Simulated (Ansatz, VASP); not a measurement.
**One calculation of LiF3, two programs**

```xyz
4
Lattice="3.0014 0.0000 0.0000 -1.5007 2.5993 0.0000 0.0000 0.0000 7.0084" Properties=species:S:1:pos:R:3 pbc="T T T"
Li    1.5007    0.8664    0.0000
F     1.5007    0.8664    3.5042
F     0.0000    1.7328    0.9748
F     0.0000    1.7328    6.0336
```

Change from the starting cell: species swapped into the ZnCu3 type (P-6m2, No. 187).

Alike in both runs: functional PBE; k mesh 6 × 6 × 4; occupations gaussian, width 0.1 eV; collinear spin.

Ansatz relaxed the structure, and its values are those at the end. VASP's run is a single point on that final structure, the one shown.

|  | VASP | Ansatz |
| --- | --- | --- |
| version | VASP 6.6.1 | Ansatz 0.2.0 |
| potentials or method | VASP PAW PBE potentials, release 64 (Li_sv, F), cutoff 520 eV | scalar-relativistic, plane waves, PAW |
| valence electrons in the cell | 24 | 24 |

|  | VASP | Ansatz | Ansatz less VASP |
| --- | --- | --- | --- |
| gap on the k mesh at the Fermi level (eV) | none | none | - |
| rms of the force components (eV/Å) | 0.008 | 0.001 | -0.0069 |
| net moment per atom (μB) | 0.50 | 0.50 | 0.000 |
| size of the moment on the site where the two differ most (μB) | 0.84 | 0.96 | +0.113 |

Site moments also hang on the region over which each program counts them. A gap of «none» marks a metal or a gap that the smearing closes. With one functional, cell and mesh, what is left measures potentials, basis and numerics.

The k mesh is coarse, so the values compare programs but aren't converged. Noted on VASP's run: the cutoff is short for stress, so the pressure is rough.
